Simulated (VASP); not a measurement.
# Li2Se (Fm-3m) in VASP: single point with PBEsol

Aim: the single point of Li2Se with PBEsol.

Program: VASP 6.6.1. These are calculated values, not measurements. Logs are shortened: lines on timing, memory, paths and dates and some standing lists are left out, and cuts for length are marked.

## 1. The cell of the first run

It takes space group Fm-3m (No. 225, cubic). The conventional cell has a = 6.005 Å, b = 6.005 Å, c = 6.005 Å, α = 90.00°, β = 90.00°, γ = 90.00°. Li (site symmetry -43m) has 4 Se at 2.60 Å and 6 Li at 3.00 Å within 3.4 Å. Se (site symmetry m-3m) has 8 Li at 2.60 Å within 3.4 Å.

## 2. Single point, PBEsol

INCAR reads:

```
SYSTEM = Li2Se
ALGO = Normal ; EDIFF = 1E-6
ENCUT = 750 ; GGA = PS
GGA_COMPAT = .False. ; ISIF = 2
ISMEAR = 0 ; LASPH = .True.
LCHARG = .False. ; LREAL = .False.
LWAVE = .False. ; NBANDS = 13
NELM = 120 ; PREC = Accurate
SIGMA = 0.01
```

KPOINTS reads:

```
k-points
0
Gamma
  4 4 4
  0 0 0
```

POSCAR reads:

```
Li2Se
1.0
    0.0000000000      3.0025000000      3.0025000000
    3.0025000000      0.0000000000      3.0025000000
    3.0025000000      3.0025000000      0.0000000000
Li Se
2 1
Direct
    0.2500000000      0.2500000000      0.2500000000
    0.7500000000      0.7500000000      0.7500000000
    0.0000000000      0.0000000000      0.0000000000
```

Potentials or basis: VASP PAW PBE potentials, release 64 (Li_sv, Se).

Run with:

```sh
$ cat potpaw_PBE.64/Li_sv/POTCAR potpaw_PBE.64/Se/POTCAR > POTCAR
$ mpirun -np 1 vasp_std > vasp.out
```

OUTCAR:

```text
SYSTEM = Li2Se
   EDIFF = 1E-6
   ENCUT = 750
   GGA = PS
   ISIF = 2
   ISMEAR = 0
   LASPH = .True.
   LREAL = .False.
   NELM = 120
   PREC = Accurate

 ion  position               nearest neighbor table
   1  0.250  0.250  0.250-   3 2.60   3 2.60   3 2.60   3 2.60
   2  0.750  0.750  0.750-   3 2.60   3 2.60   3 2.60   3 2.60
   3  0.000  0.000  0.000-   1 2.60   2 2.60   2 2.60   2 2.60   2 2.60   1 2.60   1 2.60   1 2.60

  LATTYP: Found a face centered cubic cell.
 ALAT       =     6.0050000000

  Lattice vectors:

 A1 = (   0.0000000000,   3.0025000000,   3.0025000000)
 A2 = (   3.0025000000,   0.0000000000,   3.0025000000)
 A3 = (   3.0025000000,   3.0025000000,   0.0000000000)

Analysis of symmetry for initial positions (statically):
=====================================================================
 Subroutine PRICEL returns:
 Original cell was already a primitive cell.

 Routine SETGRP: Setting up the symmetry group for a
 face centered cubic supercell.

 Subroutine GETGRP returns: Found 48 space group operations
 (whereof 48 operations were pure point group operations)
 out of a pool of 48 trial point group operations.

The static configuration has the point symmetry O_h .

Analysis of symmetry for dynamics (positions and initial velocities):
=====================================================================
 Subroutine PRICEL returns:
 Original cell was already a primitive cell.

 Routine SETGRP: Setting up the symmetry group for a
 face centered cubic supercell.

 Subroutine GETGRP returns: Found 48 space group operations
 (whereof 48 operations were pure point group operations)
 out of a pool of 48 trial point group operations.

The dynamic configuration has the point symmetry O_h .

 Subroutine INISYM returns: Found 48 space group operations
 (whereof 48 operations are pure point group operations),
 and found     1 'primitive' translations

----------------------------------------------------------------------------------------

                                     Primitive cell

  volume of cell :      54.1351

  direct lattice vectors                    reciprocal lattice vectors
     0.000000000  3.002500000  3.002500000    -0.166527893  0.166527893  0.166527893
     3.002500000  0.000000000  3.002500000     0.166527893 -0.166527893  0.166527893
     3.002500000  3.002500000  0.000000000     0.166527893  0.166527893 -0.166527893

  length of vectors
     4.246176221  4.246176221  4.246176221     0.288434772  0.288434772  0.288434772

  position of ions in fractional coordinates (direct lattice)
     0.250000000  0.250000000  0.250000000
     0.750000000  0.750000000  0.750000000
     0.000000000  0.000000000  0.000000000

  ion indices of the primitive-cell ions
   primitive index   ion index
                 1           1
                 2           2
                 3           3

----------------------------------------------------------------------------------------

 KPOINTS: k-points

Automatic generation of k-mesh.
 Grid dimensions read from file:
 generate k-points for:    4    4    4

 Generating k-lattice:

  Cartesian coordinates                     Fractional coordinates (reciprocal lattice)
    -0.041631973  0.041631973  0.041631973     0.250000000  0.000000000  0.000000000
     0.041631973 -0.041631973  0.041631973     0.000000000  0.250000000  0.000000000
     0.041631973  0.041631973 -0.041631973     0.000000000  0.000000000  0.250000000

  Length of vectors
     0.072108693  0.072108693  0.072108693

  Shift w.r.t. Gamma in fractional coordinates (k-lattice)
     0.000000000  0.000000000  0.000000000

 Subroutine IBZKPT returns following result:
 ===========================================

 Found      8 irreducible k-points:

 Following reciprocal coordinates:
            Coordinates               Weight
  0.000000  0.000000  0.000000      1.000000
  0.250000  0.000000  0.000000      8.000000
  0.500000  0.000000  0.000000      4.000000
  0.250000  0.250000  0.000000      6.000000
  0.500000  0.250000  0.000000     24.000000
 -0.250000  0.250000  0.000000     12.000000
  0.500000  0.500000  0.000000      3.000000
 -0.250000  0.500000  0.250000      6.000000
   k-points           NKPTS =      8   k-points in BZ     NKDIM =      8   number of bands    NBANDS=     13
   number of dos      NEDOS =    301   number of ions     NIONS =      3
   total plane-waves  NPLWV =  64000
   dimension x,y,z NGX =    40 NGY =   40 NGZ =   40
   dimension x,y,z NGXF=    80 NGYF=   80 NGZF=   80
   ions per type =               2   1
   NGX,Y,Z   is equivalent  to a cutoff of  15.66, 15.66, 15.66 a.u.
   NGXF,Y,Z  is equivalent  to a cutoff of  31.32, 31.32, 31.32 a.u.
 SYSTEM =  Li2Se
   PREC   = accura    normal or accurate (medium, high low for compatibility)
   ISTART =      0    job   : 0-new  1-cont  2-samecut
   ICHARG =      2    charge: 1-file 2-atom 10-const
   ISPIN  =      1    spin polarized calculation?
   LNONCOLLINEAR =      F non collinear calculations
   LSORBIT =      F    spin-orbit coupling
   LASPH  =      T    aspherical Exc in radial PAW
   ENCUT  =  750.0 eV  55.12 Ry    7.42 a.u.   9.48  9.48  9.48*2*pi/ulx,y,z
   NELM   =    120;   NELMIN=  2; NELMDL= -5     # of ELM steps
   EDIFF  = 0.1E-05   stopping-criterion for ELM
   LREAL  =      F    real-space projection
   EDIFFG = 0.1E-04   stopping-criterion for IOM
   NSW    =      0    number of steps for IOM
   IBRION =     -1    ionic relax: 0-MD 1-quasi-New 2-CG
   NFREE  =      0    steps in history (QN), initial steepest desc. (CG)
   ISIF   =      2    stress and relaxation
   ISYM   =      2    0-nonsym 1-usesym 2-fastsym
   POTIM  = 0.5000    time-step for ionic-motion
   TEBEG  =    0.0;   TEEND  =   0.0 temperature during run
   PSTRESS=    0.0 pullay stress
   NELECT =      12.0000    total number of electrons
   NUPDOWN=      -1.0000    fix difference up-down
   EMIN   =  10.00;   EMAX   =-10.00  energy-range for DOS
   EFERMI =   0.00;   METHOD = LEGACY
   ISMEAR =     0;   SIGMA  =   0.01  broadening in eV -4-tet -1-fermi 0-gaus
   EFERMI_NEDOS =   21; number of points for ismear=-14 and -15
   IALGO  =     38    algorithm
   IMIX   =      4    mixing-type and parameters
     AMIX     =   0.40;   BMIX     =  1.00
     AMIX_MAG =   1.60;   BMIX_MAG =  1.00
  volume/ion in A,a.u.               =      18.05       121.77
  Fermi-wavevector in a.u.,A,eV,Ry     =   0.990776  1.872296 13.355989  0.981637
  Thomas-Fermi vector in A             =   2.122471
   LORBIT       =      0    0 simple, 1 ext, 2 COOP (PROOUT), +10 PAW based schemes
   GGA     = PS    functional components
   LHFCALC =     F    Hartree Fock is set to
   AEXX    =    0.0000 exact exchange contribution
   IVDW    =     0    specifies the selected vdW correction
   LEPSILON=     F    determine dielectric tensor
   LRPA    =     F    only Hartree local field effects (RPA)
 non-spin polarized calculation
 Gauss-broadening in eV      SIGMA  =   0.01
  energy-cutoff  :      750.00
  volume of cell :       54.14
 maximum number of plane-waves:      2565
 NGX is ok and might be reduce to    40
   NGX = 19   NGY = 19   NGZ = 19

 number of electron      12.0000004 magnetization

 Free energy of the ion-electron system (eV)
  ---------------------------------------------------
  ext. energy  EPLUGINS =         0.00000000
  ---------------------------------------------------
  free energy    TOTEN  =       -11.54311818 eV

  energy without entropy =      -11.54311818  energy(sigma->0) =      -11.54311818

 E-fermi :   1.0284     XC(G=0):  -8.3769

 val. band max:        0.9272945742   @ k =   0.0000   0.0000   0.0000
 cond. band min:       3.7559948281   @ k =   0.5000   0.5000   0.0000
 fundamental gap:      2.8287002539
 Fermi energy:         1.0284179975

 k-point     1 :       0.0000    0.0000    0.0000
  band No.  band energies     occupation
      1     -43.1055      2.00000
      2     -43.0800      2.00000
      3     -10.4802      2.00000
      4       0.9273      2.00000
      5       0.9273      2.00000
      6       0.9273      2.00000
      7       4.1615      0.00000
      8       6.4873      0.00000
      9       6.4873      0.00000
     10       6.4873      0.00000
     11      11.4595      0.00000
     12      11.4595      0.00000
     13      11.7273      0.00000

 k-point     2 :       0.2500    0.0000    0.0000
  band No.  band energies     occupation
      1     -43.1015      2.00000
      2     -43.0835      2.00000
      3     -10.3074      2.00000
      4      -0.8608      2.00000
      5       0.6346      2.00000
      6       0.6346      2.00000
      7       5.3331      0.00000
      8       7.0235      0.00000
      9       7.0235      0.00000
     10       7.7267      0.00000
     11       9.8767      0.00000
     12       9.8767      0.00000
     13      12.1814      0.00000

 k-point     3 :       0.5000    0.0000    0.0000
  band No.  band energies     occupation
      1     -43.0923      2.00000
      2     -43.0923      2.00000
      3     -10.1138      2.00000
      4      -2.0153      2.00000
      5       0.3971      2.00000
      6       0.3971      2.00000
      7       5.9429      0.00000
      8       6.8078      0.00000
      9       6.8078      0.00000
     10       8.7021      0.00000
     11      12.3321      0.00000
     12      12.3321      0.00000
     13      13.4737      0.00000
[... 49 lines left out ...]
 k-point     7 :       0.5000    0.5000    0.0000
  band No.  band energies     occupation
      1     -43.0964      2.00000
      2     -43.0879      2.00000
      3     -10.0033      2.00000
      4      -1.3725      2.00000
      5      -0.5258      2.00000
      6      -0.5258      2.00000
      7       3.7560      0.00000
      8       7.0440      0.00000
      9      11.1377      0.00000
     10      11.1377      0.00000
     11      12.2273      0.00000
     12      12.6821      0.00000
     13      12.6821      0.00000

 k-point     8 :      -0.2500    0.5000    0.2500
  band No.  band energies     occupation
      1     -43.0921      2.00000
      2     -43.0921      2.00000
      3      -9.9960      2.00000
      4      -0.9928      2.00000
      5      -0.9928      2.00000
      6      -0.8582      2.00000
      7       5.9497      0.00000
      8       7.2058      0.00000
      9       8.9118      0.00000
     10       8.9118      0.00000
     11      11.8977      0.00000
     12      11.8977      0.00000
     13      12.9215      0.00000

------------------------ aborting loop because EDIFF is reached ----------------------------------------

  FORCE on cell =-STRESS in cart. coord.  units (eV):
  Direction    XX          YY          ZZ          XY          YZ          ZX
  --------------------------------------------------------------------------------------
  -------------------------------------------------------------------------------------
  Total       -0.3157476     -0.3157476     -0.3157476     -0.0000000     -0.0000000      0.0000000
  in kB       -9.3448334     -9.3448334     -9.3448334     -0.0000000     -0.0000000      0.0000000
  external PRESSURE =      -9.3448334 kB  Pullay stress =       0.0000000 kB

 VOLUME and BASIS-vectors are now :
 -----------------------------------------------------------------------------
  energy-cutoff  :      750.00
  volume of cell :       54.14
      direct lattice vectors                 reciprocal lattice vectors
     0.000000000  3.002500000  3.002500000    -0.166527893  0.166527893  0.166527893
     3.002500000  0.000000000  3.002500000     0.166527893 -0.166527893  0.166527893
     3.002500000  3.002500000  0.000000000     0.166527893  0.166527893 -0.166527893

 POSITION                                       TOTAL-FORCE (eV/Angst)
 -----------------------------------------------------------------------------------
      1.50125      1.50125      1.50125        -0.000000     -0.000000     -0.000000
      4.50375      4.50375      4.50375         0.000000      0.000000      0.000000
      0.00000      0.00000      0.00000         0.000000      0.000000     -0.000000
 -----------------------------------------------------------------------------------
    total drift:                                0.000000     -0.000000      0.000000

  FREE ENERGIE OF THE ION-ELECTRON SYSTEM (eV)
  ---------------------------------------------------
  free  energy   TOTEN  =       -11.5431181790 eV

  energy  without entropy=      -11.5431181790  energy(sigma->0) =      -11.54311818
```

It took 32 s on 1 thread of AMD EPYC 7R13, shared host; peak memory 0.2 GiB.

Results:

```yaml
Free_energy: -11.5431 eV
Pressure: -0.9 GPa
Band_gap_on_the_k_mesh: 2.83 eV, indirect (least direct gap 3.23 eV)
```

Levels at points of the mesh, in eV from the valence-band top:
```
           k point  band 3  band 4  band 5  band 6  band 7  band 8  band 9  band 10
(0.00, 0.00, 0.00)  -11.41    0.00    0.00    0.00    3.23    5.56    5.56     5.56
(0.50, 0.00, 0.00)  -11.04   -2.94   -0.53   -0.53    5.02    5.88    5.88     7.77
(0.50, 0.50, 0.00)  -10.93   -2.30   -1.45   -1.45    2.83    6.12   10.21    10.21
```

Caveat: the k points lie up to 0.45 Å⁻¹ apart; the PAW data sets were made with another functional, which shifts forces and pressure a little. A k mesh can miss the band edges.
